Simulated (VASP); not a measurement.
# BeTe (F-43m) in VASP: further runs

The runs below take BeTe through electric field gradients, with LDA, PBEsol.

Everything below comes from runs of VASP 6.6.1. Logs are shortened: lines on timing, memory, paths and dates and some standing lists are left out, and cuts for length are marked.

## (1) The cell of the first run

The structure is cubic, space group F-43m (No. 216). The conventional cell has a = 5.540 Å, b = 5.540 Å, c = 5.540 Å, α = 90.00°, β = 90.00°, γ = 90.00°. Be (site symmetry -43m) has 4 Te at 2.40 Å within 3.2 Å. Te (site symmetry -43m) has 4 Be at 2.40 Å within 3.2 Å.

## (2) Electric field gradients, LDA

INCAR

```
ALGO     = Normal         # electronic algorithm
EDIFF    = 1E-8           # SCF threshold, eV
ENCUT    = 520            # plane-wave cutoff, eV
GGA_COMPAT= F            
ISIF     = 2              # what is computed and relaxed
ISMEAR   = -1             # smearing method
LASPH    = T              # aspherical terms in the spheres
LCHARG   = F              # write CHGCAR
LEFG     = T            
LREAL    = F              # projectors in reciprocal space
LWAVE    = F              # write WAVECAR
NBANDS   = 11             # bands
NELM     = 120            # most SCF steps
PREC     = Accurate       # precision mode
SIGMA    = 0.03           # smearing width, eV
```

KPOINTS

```
k-points
0
Gamma
  11 11 11
```

POSCAR

```
BeTe
1.0
    0.0000000000      2.7700000000      2.7700000000
    2.7700000000      0.0000000000      2.7700000000
    2.7700000000      2.7700000000      0.0000000000
Be Te
1 1
Direct
    0.0000000000      0.0000000000      0.0000000000
    0.7500000000      0.7500000000      0.7500000000
```

Potentials or basis: VASP PAW LDA potentials, release 64 (Be, Te).

The run is started by

```sh
$ cat potpaw_LDA.64/Be/POTCAR potpaw_LDA.64/Te/POTCAR > POTCAR
$ mpirun -np 1 vasp_std > vasp.out
```

OUTCAR:

```text
EDIFF = 1E-8
   ENCUT = 520
   ISIF = 2
   ISMEAR = -1
   LASPH = T
   LREAL = F
   NELM = 120
   PREC = Accurate

 ion  position               nearest neighbor table
   1  0.000  0.000  0.000-   2 2.40   2 2.40   2 2.40   2 2.40
   2  0.750  0.750  0.750-   1 2.40   1 2.40   1 2.40   1 2.40

  LATTYP: Found a face centered cubic cell.
 ALAT       =     5.5400000000

  Lattice vectors:

 A1 = (   0.0000000000,   2.7700000000,   2.7700000000)
 A2 = (   2.7700000000,   0.0000000000,   2.7700000000)
 A3 = (   2.7700000000,   2.7700000000,   0.0000000000)

Analysis of symmetry for initial positions (statically):
=====================================================================
 Subroutine PRICEL returns:
 Original cell was already a primitive cell.

 Routine SETGRP: Setting up the symmetry group for a
 face centered cubic supercell.

 Subroutine GETGRP returns: Found 24 space group operations
 (whereof 24 operations were pure point group operations)
 out of a pool of 48 trial point group operations.

The static configuration has the point symmetry T_d .

Analysis of symmetry for dynamics (positions and initial velocities):
=====================================================================
 Subroutine PRICEL returns:
 Original cell was already a primitive cell.

 Routine SETGRP: Setting up the symmetry group for a
 face centered cubic supercell.

 Subroutine GETGRP returns: Found 24 space group operations
 (whereof 24 operations were pure point group operations)
 out of a pool of 48 trial point group operations.

The dynamic configuration has the point symmetry T_d .

 Subroutine INISYM returns: Found 24 space group operations
 (whereof 24 operations are pure point group operations),
 and found     1 'primitive' translations

----------------------------------------------------------------------------------------

                                     Primitive cell

  volume of cell :      42.5079

  direct lattice vectors                    reciprocal lattice vectors
     0.000000000  2.770000000  2.770000000    -0.180505415  0.180505415  0.180505415
     2.770000000  0.000000000  2.770000000     0.180505415 -0.180505415  0.180505415
     2.770000000  2.770000000  0.000000000     0.180505415  0.180505415 -0.180505415

[... 131 lines left out ...]
 E-fermi :   6.1015     XC(G=0):  -9.4621

 val. band max:        5.5110156368   @ k =   0.0000   0.0000   0.0000
 cond. band min:       7.2917207949   @ k =   0.4545   0.4545   0.0000
 fundamental gap:      1.7807051580
 Fermi energy:         6.1014674424

 k-point     1 :       0.0000    0.0000    0.0000
  band No.  band energies     occupation
      1      -7.1410      2.00000
      2       5.5110      2.00000
      3       5.5110      2.00000
      4       5.5110      2.00000
      5       9.0532      0.00000
      6       9.0532      0.00000
      7       9.0532      0.00000
      8       9.6020      0.00000
      9      13.7663      0.00000
     10      15.8511      0.00000
     11      15.8511      0.00000
[... 309 lines left out ...]
 k-point    24 :      -0.1818    0.1818    0.0000
  band No.  band energies     occupation
      1      -6.3215      2.00000
      2       1.9141      2.00000
      3       3.1746      2.00000
      4       4.8368      2.00000
      5       9.6099      0.00000
      6      10.0878      0.00000
      7      10.6841      0.00000
      8      11.8402      0.00000
      9      13.5250      0.00000
     10      15.6442      0.00000
     11      16.4327      0.00000

 [... further k-points ...]

------------------------ aborting loop because EDIFF is reached ----------------------------------------

  FORCE on cell =-STRESS in cart. coord.  units (eV):
  Direction    XX          YY          ZZ          XY          YZ          ZX
  --------------------------------------------------------------------------------------
  -------------------------------------------------------------------------------------
  Total        0.2082708      0.2082708      0.2082708     -0.0000000     -0.0000000     -0.0000000
  in kB        7.8499988      7.8499988      7.8499988     -0.0000000     -0.0000000     -0.0000000
  external PRESSURE =       7.8499988 kB  Pullay stress =       0.0000000 kB

 VOLUME and BASIS-vectors are now :
 -----------------------------------------------------------------------------
  energy-cutoff  :      520.00
  volume of cell :       42.51
      direct lattice vectors                 reciprocal lattice vectors
     0.000000000  2.770000000  2.770000000    -0.180505415  0.180505415  0.180505415
     2.770000000  0.000000000  2.770000000     0.180505415 -0.180505415  0.180505415
     2.770000000  2.770000000  0.000000000     0.180505415  0.180505415 -0.180505415

 POSITION                                       TOTAL-FORCE (eV/Angst)
 -----------------------------------------------------------------------------------
      0.00000      0.00000      0.00000         0.000000      0.000000      0.000000
      4.15500      4.15500      4.15500        -0.000000     -0.000000     -0.000000
 -----------------------------------------------------------------------------------
    total drift:                               -0.000000     -0.000000     -0.000000

  FREE ENERGIE OF THE ION-ELECTRON SYSTEM (eV)
  ---------------------------------------------------
  free  energy   TOTEN  =        -8.7261041893 eV

  energy  without entropy=       -8.7261041892  energy(sigma->0) =       -8.72610419

 Electric field gradients (V/A^2)
---------------------------------------------------------------------
 ion       V_xx      V_yy      V_zz      V_xy      V_xz      V_yz
---------------------------------------------------------------------
   1      -0.000    -0.000    -0.000     0.000     0.000     0.000
   2      -0.000     0.000     0.000    -0.000    -0.000    -0.000
---------------------------------------------------------------------

 Electric field gradients after diagonalization (V/A^2)
 (convention: |V_zz| > |V_xx| > |V_yy|)
----------------------------------------------------------------------
 ion       V_xx      V_yy      V_zz     asymmetry (V_yy - V_xx)/ V_zz
----------------------------------------------------------------------
   1      -0.000    -0.000     0.000       0.000
   2       0.000     0.000    -0.000       0.000
----------------------------------------------------------------------

           NMR quadrupolar parameters

 Cq : quadrupolar parameter    Cq=e*Q*V_zz/h
 eta: asymmetry parameters     (V_yy - V_xx)/ V_zz
 Q  : nuclear electric quadrupole moment in mb (millibarn)
----------------------------------------------------------------------
 ion       Cq(MHz)       eta       Q (mb)
----------------------------------------------------------------------
   1       0.000       0.000       1.000
   2      -0.000       0.000       1.000
----------------------------------------------------------------------
```

OSZICAR:

```text
N       E                     dE             d eps       ncg     rms          rms(c)
DAV:   1     0.179210372713E+02    0.17921E+02   -0.33904E+03  1232   0.599E+02
DAV:   2    -0.782639913698E+01   -0.25747E+02   -0.24887E+02  1624   0.875E+01
DAV:   3    -0.893884422124E+01   -0.11124E+01   -0.11102E+01  1575   0.193E+01
DAV:   4    -0.895083357967E+01   -0.11989E-01   -0.11988E-01  1376   0.234E+00
DAV:   5    -0.895106923728E+01   -0.23566E-03   -0.23566E-03  1507   0.320E-01    0.455E+00
DAV:   6    -0.878194678593E+01    0.16912E+00   -0.18831E-01  1379   0.158E+00    0.264E+00
DAV:   7    -0.872686790788E+01    0.55079E-01   -0.14103E-01  1454   0.154E+00    0.485E-01
DAV:   8    -0.872604162849E+01    0.82628E-03   -0.66778E-03  1363   0.448E-01    0.120E-01
DAV:   9    -0.872609751772E+01   -0.55889E-04   -0.21620E-04  1511   0.935E-02    0.505E-02
DAV:  10    -0.872610446636E+01   -0.69486E-05   -0.24269E-05  1334   0.236E-02    0.183E-02
DAV:  11    -0.872610412817E+01    0.33819E-06   -0.12099E-06  1520   0.610E-03    0.972E-03
DAV:  12    -0.872610419051E+01   -0.62334E-07   -0.16091E-07  1391   0.245E-03    0.217E-03
DAV:  13    -0.872610418925E+01    0.12546E-08   -0.10443E-08  1161   0.461E-04
   1 F= -.87261042E+01 E0= -.87261042E+01  d E =-.865105E-11
```

stdout:

```text
POSCAR found type information on POSCAR BeTe
 POSCAR found :  2 types and       2 ions
 scaLAPACK will be used
 LDA part: xc-table for (Slater(with rela. corr.)+CA(PZ))
 , standard interpolation
 POSCAR, INCAR and KPOINTS ok, starting setup
 FFT: planning ... GRIDC
 FFT: planning ... GRID_SOFT
 FFT: planning ... GRID
 WAVECAR not read
 entering main loop
ion   1

ion   2
```

Run time: 14 s. Hardware: 1 thread of Intel Xeon Platinum 8559C (Emerald Rapids), shared host; peak memory 0.16 GiB.

Results:

```
Free energy            : -8.7261 eV
Pressure               : 0.8 GPa
Band gap on the k mesh : 1.78 eV, indirect (least direct gap 3.54 eV)
```

Caveat: without QUAD_EFG the Cq values of the log hold for a quadrupole moment of 1 mb, not for the nuclei; spin-orbit coupling is left out, which moves the levels of the heavy elements.

## (3) Electric field gradients, PBEsol

INCAR

```
PREC = Accurate ; ENCUT = 520
EDIFF = 1E-8 ; ISMEAR = -1
SIGMA = 0.03 ; LREAL = F
LASPH = T ; NELM = 120
ALGO = Normal ; ISIF = 2
LWAVE = F ; LCHARG = F
GGA = PS ; LEFG = T
NBANDS = 11 ; GGA_COMPAT = F
```

KPOINTS

```
Automatic mesh
0
Gamma
  11 11 11
```

POSCAR is that of step 2.

Potentials or basis: VASP PAW PBE potentials, release 64 (Be, Te).

The run is started by

```sh
$ cat potpaw_PBE.64/Be/POTCAR potpaw_PBE.64/Te/POTCAR > POTCAR
$ mpirun -np 1 vasp_std > vasp.out
```

OUTCAR:

```text
PREC = Accurate
   ENCUT = 520
   EDIFF = 1E-8
   ISMEAR = -1
   LREAL = F
   LASPH = T
   NELM = 120
   ISIF = 2
   GGA = PS

 ion  position               nearest neighbor table
   1  0.000  0.000  0.000-   2 2.40   2 2.40   2 2.40   2 2.40
   2  0.750  0.750  0.750-   1 2.40   1 2.40   1 2.40   1 2.40

  LATTYP: Found a face centered cubic cell.
 ALAT       =     5.5400000000

  Lattice vectors:

 A1 = (   0.0000000000,   2.7700000000,   2.7700000000)
 A2 = (   2.7700000000,   0.0000000000,   2.7700000000)
 A3 = (   2.7700000000,   2.7700000000,   0.0000000000)

Analysis of symmetry for initial positions (statically):
=====================================================================
 Subroutine PRICEL returns:
 Original cell was already a primitive cell.

 Routine SETGRP: Setting up the symmetry group for a
 face centered cubic supercell.

[... 523 lines left out ...]
  energy-cutoff  :      520.00
  volume of cell :       42.51
      direct lattice vectors                 reciprocal lattice vectors
     0.000000000  2.770000000  2.770000000    -0.180505415  0.180505415  0.180505415
     2.770000000  0.000000000  2.770000000     0.180505415 -0.180505415  0.180505415
     2.770000000  2.770000000  0.000000000     0.180505415  0.180505415 -0.180505415

 POSITION                                       TOTAL-FORCE (eV/Angst)
 -----------------------------------------------------------------------------------
      0.00000      0.00000      0.00000         0.000000     -0.000000      0.000000
      4.15500      4.15500      4.15500        -0.000000      0.000000      0.000000
 -----------------------------------------------------------------------------------
    total drift:                               -0.000000     -0.000000     -0.000000

  FREE ENERGIE OF THE ION-ELECTRON SYSTEM (eV)
  ---------------------------------------------------
  free  energy   TOTEN  =        -8.2037452105 eV

  energy  without entropy=       -8.2037452104  energy(sigma->0) =       -8.20374521

 Electric field gradients (V/A^2)
---------------------------------------------------------------------
 ion       V_xx      V_yy      V_zz      V_xy      V_xz      V_yz
---------------------------------------------------------------------
   1       0.000     0.000     0.000     0.000     0.000     0.000
   2      -0.000     0.000    -0.000    -0.000    -0.000    -0.000
---------------------------------------------------------------------

 Electric field gradients after diagonalization (V/A^2)
 (convention: |V_zz| > |V_xx| > |V_yy|)
----------------------------------------------------------------------
 ion       V_xx      V_yy      V_zz     asymmetry (V_yy - V_xx)/ V_zz
----------------------------------------------------------------------
   1      -0.000    -0.000     0.000       0.000
   2       0.000     0.000    -0.000       0.000
----------------------------------------------------------------------

           NMR quadrupolar parameters

 Cq : quadrupolar parameter    Cq=e*Q*V_zz/h
 eta: asymmetry parameters     (V_yy - V_xx)/ V_zz
 Q  : nuclear electric quadrupole moment in mb (millibarn)
----------------------------------------------------------------------
 ion       Cq(MHz)       eta       Q (mb)
----------------------------------------------------------------------
   1       0.000       0.000       1.000
   2      -0.000       0.000       1.000
----------------------------------------------------------------------
```

stdout:

```text
POSCAR found type information on POSCAR BeTe
 POSCAR found :  2 types and       2 ions
 scaLAPACK will be used
 -----------------------------------------------------------------------------
|                                                                             |
|                                                                             |
|     You enforced a specific xc type in the INCAR file but a different       |
|     I HOPE YOU KNOW WHAT YOU ARE DOING!                                     |
|                                                                             |
 -----------------------------------------------------------------------------

 LDA part: xc-table for (Slater+PW92), standard interpolation
 POSCAR, INCAR and KPOINTS ok, starting setup
 FFT: planning ... GRIDC
 FFT: planning ... GRID_SOFT
 FFT: planning ... GRID
 WAVECAR not read
 entering main loop
ion   1

ion   2
```

Run time: 18 s. Hardware: 1 thread of Intel Xeon Platinum 8559C (Emerald Rapids), shared host; peak memory 0.18 GiB.

Results:

```yaml
Free_energy: -8.2037 eV
Pressure: 2.5 GPa
Band_gap_on_the_k_mesh: 1.76 eV, indirect (least direct gap 3.55 eV)
```

Caveat: without QUAD_EFG the Cq values of the log hold for a quadrupole moment of 1 mb, not for the nuclei; the PAW data sets were made with another functional, which shifts forces and pressure a little; spin-orbit coupling is left out, which moves the levels of the heavy elements.
